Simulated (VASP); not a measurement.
# SnO2 (P6_3/mmc) in VASP: a series of runs

SnO2 is run at these levels: PBEsol; tasks: single point.

Everything below comes from runs of VASP 6.6.1. Logs are shortened: lines on timing, memory, paths and dates and some standing lists are left out, and cuts for length are marked.

## (1) The cell of the first run

The structure is hexagonal, space group P6_3/mmc (No. 194). The conventional cell has a = 3.209 Å, b = 3.209 Å, c = 10.718 Å, α = 90.00°, β = 90.00°, γ = 120.00°. Within 2.8 Å of Sn (site symmetry -3m) lie 6 O at 2.11 Å. O (site symmetry 3m) has 3 Sn at 2.11 Å and 3 O at 2.74 Å within 2.8 Å.

## (2) Single point, PBEsol

Contents of INCAR:

```
SYSTEM = SnO2
ALGO = Normal
EDIFF = 1E-6
ENCUT = 520
GGA = PS
ISIF = 2
ISMEAR = 0
LASPH = .True.
LCHARG = .True.
LELF = .True.
LREAL = .False.
LVHAR = .True.
LWAVE = .False.
NBANDS = 35
NELM = 60
PREC = Accurate
SIGMA = 0.01
```

Contents of KPOINTS:

```
k-points
0
Gamma
  12 12 2
  0 0 0
```

Contents of POSCAR:

```
SnO2
1.0
    3.2088936286      0.0000000000      0.0000000000
   -1.6044468143      2.7789835148      0.0000000000
    0.0000000000      0.0000000000     10.7181399387
Sn O
2 4
Direct
    0.0000000000      0.0000000000      0.5000000000
    0.0000000000      0.0000000000      0.0000000000
    0.6666666667      0.3333333333      0.4058620000
    0.6666666667      0.3333333333      0.0941380000
    0.3333333333      0.6666666667      0.5941380000
    0.3333333333      0.6666666667      0.9058620000
```

Potentials or basis: VASP PAW PBE potentials, release 64 (Sn_d, O).

Launch:

```
$ cat potpaw_PBE.64/Sn_d/POTCAR potpaw_PBE.64/O/POTCAR > POTCAR
$ mpirun -np 1 vasp_std > vasp.out
```

OUTCAR:

```text
SYSTEM = SnO2
   EDIFF = 1E-6
   ENCUT = 520
   GGA = PS
   ISIF = 2
   ISMEAR = 0
   LASPH = .True.
   LREAL = .False.
   NELM = 60
   PREC = Accurate

 ion  position               nearest neighbor table
   1  0.000  0.000  0.500-   3 2.11   5 2.11   3 2.11   5 2.11   3 2.11   5 2.11
   2  0.000  0.000  0.000-   4 2.11   6 2.11   4 2.11   6 2.11   4 2.11   6 2.11
   3  0.667  0.333  0.406-   1 2.11   1 2.11   1 2.11
   4  0.667  0.333  0.094-   2 2.11   2 2.11   2 2.11
   5  0.333  0.667  0.594-   1 2.11   1 2.11   1 2.11
   6  0.333  0.667  0.906-   2 2.11   2 2.11   2 2.11

  LATTYP: Found a hexagonal cell.
 ALAT       =     3.2088936286
 C/A-ratio  =     3.3401356290

  Lattice vectors:

 A1 = (   3.2088936286,   0.0000000000,   0.0000000000)
 A2 = (  -1.6044468143,   2.7789835148,   0.0000000000)
 A3 = (   0.0000000000,   0.0000000000,  10.7181399387)

Analysis of symmetry for initial positions (statically):
=====================================================================
 Subroutine PRICEL returns:
 Original cell was already a primitive cell.

 Routine SETGRP: Setting up the symmetry group for a
 hexagonal supercell.

 Subroutine GETGRP returns: Found 24 space group operations
 (whereof 12 operations were pure point group operations)
 out of a pool of 24 trial point group operations.

The static configuration has the point symmetry D_3d.
 The point group associated with its full space group is D_6h.

Analysis of symmetry for dynamics (positions and initial velocities):
=====================================================================
 Subroutine PRICEL returns:
 Original cell was already a primitive cell.

 Routine SETGRP: Setting up the symmetry group for a
 hexagonal supercell.

 Subroutine GETGRP returns: Found 24 space group operations
 (whereof 12 operations were pure point group operations)
 out of a pool of 24 trial point group operations.

The dynamic configuration has the point symmetry D_3d.
 The point group associated with its full space group is D_6h.

 Subroutine INISYM returns: Found 24 space group operations
 (whereof 12 operations are pure point group operations),
 and found     1 'primitive' translations

----------------------------------------------------------------------------------------

                                     Primitive cell

  volume of cell :      95.5786

  direct lattice vectors                    reciprocal lattice vectors
     3.208893629  0.000000000  0.000000000     0.311633889  0.179921902  0.000000000
    -1.604446814  2.778983515  0.000000000     0.000000000  0.359843804  0.000000000
     0.000000000  0.000000000 10.718139939     0.000000000  0.000000000  0.093299771

  length of vectors
     3.208893629  3.208893728 10.718139939     0.359843815  0.359843804  0.093299771

  position of ions in fractional coordinates (direct lattice)
     0.000000000  0.000000000  0.500000000
     0.000000000  0.000000000  0.000000000
     0.666666667  0.333333333  0.405862000
     0.666666667  0.333333333  0.094138000
     0.333333333  0.666666667  0.594138000
     0.333333333  0.666666667  0.905862000

  ion indices of the primitive-cell ions
   primitive index   ion index
                 1           1
                 2           2
                 3           3
                 4           4
                 5           5
                 6           6

----------------------------------------------------------------------------------------

 KPOINTS: k-points

Automatic generation of k-mesh.
 Grid dimensions read from file:
 generate k-points for:   12   12    2

 Generating k-lattice:

  Cartesian coordinates                     Fractional coordinates (reciprocal lattice)
     0.025969491  0.014993492  0.000000000     0.083333333  0.000000000  0.000000000
     0.000000000  0.029986984  0.000000000     0.000000000  0.083333333  0.000000000
     0.000000000  0.000000000  0.046649885     0.000000000  0.000000000  0.500000000

  Length of vectors
     0.029986985  0.029986984  0.046649885

  Shift w.r.t. Gamma in fractional coordinates (k-lattice)
     0.000000000  0.000000000  0.000000000

 Subroutine IBZKPT returns following result:
 ===========================================

 Found     38 irreducible k-points:

 Following reciprocal coordinates:
            Coordinates               Weight
  0.000000  0.000000  0.000000      1.000000
  0.083333  0.000000  0.000000      6.000000
  0.166667  0.000000  0.000000      6.000000
  0.250000  0.000000  0.000000      6.000000
  0.333333 -0.000000  0.000000      6.000000
  0.416667 -0.000000  0.000000      6.000000
[... 16 lines left out ...]
  0.250000  0.000000  0.500000      6.000000
  0.333333 -0.000000  0.500000      6.000000
 [... further k-points ...]
   k-points           NKPTS =     38   k-points in BZ     NKDIM =     38   number of bands    NBANDS=     35
   number of dos      NEDOS =    301   number of ions     NIONS =      6
   total plane-waves  NPLWV =  46080
   dimension x,y,z NGX =    24 NGY =   24 NGZ =   80
   dimension x,y,z NGXF=    48 NGYF=   48 NGZF=  160
   ions per type =               2   4
   NGX,Y,Z   is equivalent  to a cutoff of  12.43, 12.43, 12.41 a.u.
   NGXF,Y,Z  is equivalent  to a cutoff of  24.87, 24.87, 24.82 a.u.
 SYSTEM =  SnO2
   PREC   = accura    normal or accurate (medium, high low for compatibility)
   ISTART =      0    job   : 0-new  1-cont  2-samecut
   ICHARG =      2    charge: 1-file 2-atom 10-const
   ISPIN  =      1    spin polarized calculation?
   LNONCOLLINEAR =      F non collinear calculations
   LSORBIT =      F    spin-orbit coupling
   LASPH  =      T    aspherical Exc in radial PAW
   ENCUT  =  520.0 eV  38.22 Ry    6.18 a.u.   5.97  5.97 19.93*2*pi/ulx,y,z
   NELM   =     60;   NELMIN=  2; NELMDL= -5     # of ELM steps
   EDIFF  = 0.1E-05   stopping-criterion for ELM
   LREAL  =      F    real-space projection
   EDIFFG = 0.1E-04   stopping-criterion for IOM
   NSW    =      0    number of steps for IOM
   IBRION =     -1    ionic relax: 0-MD 1-quasi-New 2-CG
   NFREE  =      0    steps in history (QN), initial steepest desc. (CG)
   ISIF   =      2    stress and relaxation
   ISYM   =      2    0-nonsym 1-usesym 2-fastsym
   POTIM  = 0.5000    time-step for ionic-motion
   TEBEG  =    0.0;   TEEND  =   0.0 temperature during run
   PSTRESS=    0.0 pullay stress
   NELECT =      52.0000    total number of electrons
   NUPDOWN=      -1.0000    fix difference up-down
   EMIN   =  10.00;   EMAX   =-10.00  energy-range for DOS
   EFERMI =   0.00;   METHOD = LEGACY
   ISMEAR =     0;   SIGMA  =   0.01  broadening in eV -4-tet -1-fermi 0-gaus
   EFERMI_NEDOS =   21; number of points for ismear=-14 and -15
   IALGO  =     38    algorithm
   IMIX   =      4    mixing-type and parameters
     AMIX     =   0.40;   BMIX     =  1.00
     AMIX_MAG =   1.60;   BMIX_MAG =  1.00
  volume/ion in A,a.u.               =      15.93       107.50
  Fermi-wavevector in a.u.,A,eV,Ry     =   1.336459  2.525542 24.301682  1.786123
  Thomas-Fermi vector in A             =   2.465084
   LORBIT       =      0    0 simple, 1 ext, 2 COOP (PROOUT), +10 PAW based schemes
   GGA     = PS    functional components
   LHFCALC =     F    Hartree Fock is set to
   AEXX    =    0.0000 exact exchange contribution
   IVDW    =     0    specifies the selected vdW correction
   LEPSILON=     F    determine dielectric tensor
   LRPA    =     F    only Hartree local field effects (RPA)
 non-spin polarized calculation
 Gauss-broadening in eV      SIGMA  =   0.01
  energy-cutoff  :      520.00
  volume of cell :       95.58
 maximum number of plane-waves:      2610
 NGX is ok and might be reduce to    24
   NGX = 11   NGY = 11   NGZ = 39

 number of electron      51.9999982 magnetization

 Free energy of the ion-electron system (eV)
  ---------------------------------------------------
  ext. energy  EPLUGINS =         0.00000000
  ---------------------------------------------------
  free energy    TOTEN  =       -38.54319365 eV

  energy without entropy =      -38.54319365  energy(sigma->0) =      -38.54319365

 E-fermi :   2.2154     XC(G=0):  -9.4449

 val. band max:        2.1684097723   @ k =   0.2500   0.2500   0.0000
 cond. band min:       4.3338300512   @ k =   0.0000   0.0000   0.0000
 fundamental gap:      2.1654202789
 Fermi energy:         2.2154138798

 k-point     1 :       0.0000    0.0000    0.0000
  band No.  band energies     occupation
      1     -17.7801      2.00000
      2     -17.7791      2.00000
      3     -17.5253      2.00000
      4     -17.5253      2.00000
      5     -17.5253      2.00000
      6     -17.5253      2.00000
[... 27 lines left out ...]
     34      13.3045      0.00000
     35      13.3511      0.00000

 k-point     2 :       0.0833    0.0000    0.0000
  band No.  band energies     occupation
      1     -17.7496      2.00000
      2     -17.7487      2.00000
      3     -17.5852      2.00000
      4     -17.5847      2.00000
      5     -17.5094      2.00000
      6     -17.5094      2.00000
[... 27 lines left out ...]
     34      13.3045      0.00000
     35      13.4646      0.00000

 k-point     3 :       0.1667    0.0000    0.0000
  band No.  band energies     occupation
      1     -17.7922      2.00000
      2     -17.7908      2.00000
      3     -17.6269      2.00000
      4     -17.6261      2.00000
      5     -17.4703      2.00000
      6     -17.4702      2.00000
[... 27 lines left out ...]
     34      13.3350      0.00000
     35      13.8532      0.00000
[... 723 lines left out ...]
 k-point    23 :       0.2500    0.0000    0.5000
  band No.  band energies     occupation
      1     -18.0020      2.00000
      2     -18.0020      2.00000
      3     -17.5297      2.00000
      4     -17.5297      2.00000
      5     -17.4344      2.00000
      6     -17.4344      2.00000
[... 27 lines left out ...]
     34      13.3978      0.00000
     35      14.3246      0.00000

 k-point    24 :       0.3333   -0.0000    0.5000
  band No.  band energies     occupation
      1     -18.1968      2.00000
      2     -18.1968      2.00000
      3     -17.4788      2.00000
      4     -17.4788      2.00000
      5     -17.4229      2.00000
      6     -17.4229      2.00000
[... 27 lines left out ...]
     34      13.6512      0.00000
     35      14.5391      0.00000

 [... further k-points ...]

------------------------ aborting loop because EDIFF is reached ----------------------------------------

  FORCE on cell =-STRESS in cart. coord.  units (eV):
  Direction    XX          YY          ZZ          XY          YZ          ZX
  --------------------------------------------------------------------------------------
  -------------------------------------------------------------------------------------
  Total       -1.0573901     -1.0573901     -0.2052664      0.0000000     -0.0000000      0.0000000
  in kB      -17.7249529    -17.7249544     -3.4408657      0.0000000     -0.0000000      0.0000000
  external PRESSURE =     -12.9635910 kB  Pullay stress =       0.0000000 kB

 VOLUME and BASIS-vectors are now :
 -----------------------------------------------------------------------------
  energy-cutoff  :      520.00
  volume of cell :       95.58
      direct lattice vectors                 reciprocal lattice vectors
     3.208893629  0.000000000  0.000000000     0.311633889  0.179921902  0.000000000
    -1.604446814  2.778983515  0.000000000     0.000000000  0.359843804  0.000000000
     0.000000000  0.000000000 10.718139939     0.000000000  0.000000000  0.093299771

 POSITION                                       TOTAL-FORCE (eV/Angst)
 -----------------------------------------------------------------------------------
      0.00000      0.00000      5.35907        -0.000000      0.000000      0.000000
      0.00000      0.00000      0.00000        -0.000000      0.000000      0.000000
      1.60445      0.92633      4.35009        -0.000000      0.000000      0.118346
      1.60445      0.92633      1.00898        -0.000000      0.000000     -0.118346
     -0.00000      1.85266      6.36805        -0.000000     -0.000000     -0.118346
     -0.00000      1.85266      9.70916         0.000000     -0.000000      0.118346
 -----------------------------------------------------------------------------------
    total drift:                               -0.000000      0.000000      0.000000

  FREE ENERGIE OF THE ION-ELECTRON SYSTEM (eV)
  ---------------------------------------------------
  free  energy   TOTEN  =       -38.5431936503 eV

  energy  without entropy=      -38.5431936503  energy(sigma->0) =      -38.54319365
```

Wall time 75 s (1 thread of Intel Xeon Platinum 8488C (Sapphire Rapids), shared host); peak memory 0.25 GiB.

Results:

```yaml
Free_energy: -38.5432 eV
Pressure: -1.3 GPa
Largest_force: 0.118 eV/Å
Band_gap_on_the_k_mesh: 2.17 eV (least direct gap 2.60 eV)
```

Forces on the atoms (eV/Å):
```
Sn   0.000  0.000  0.000
Sn   0.000  0.000  0.000
O    0.000  0.000  0.118
O    0.000  0.000 -0.118
O    0.000  0.000 -0.118
O    0.000  0.000  0.118
```

Caveat: the PAW data sets were made with another functional, which shifts forces and pressure a little; spin-orbit coupling is left out, which moves the levels of the heavy elements. A k mesh can miss the band edges.

[end of part 1 of 3]
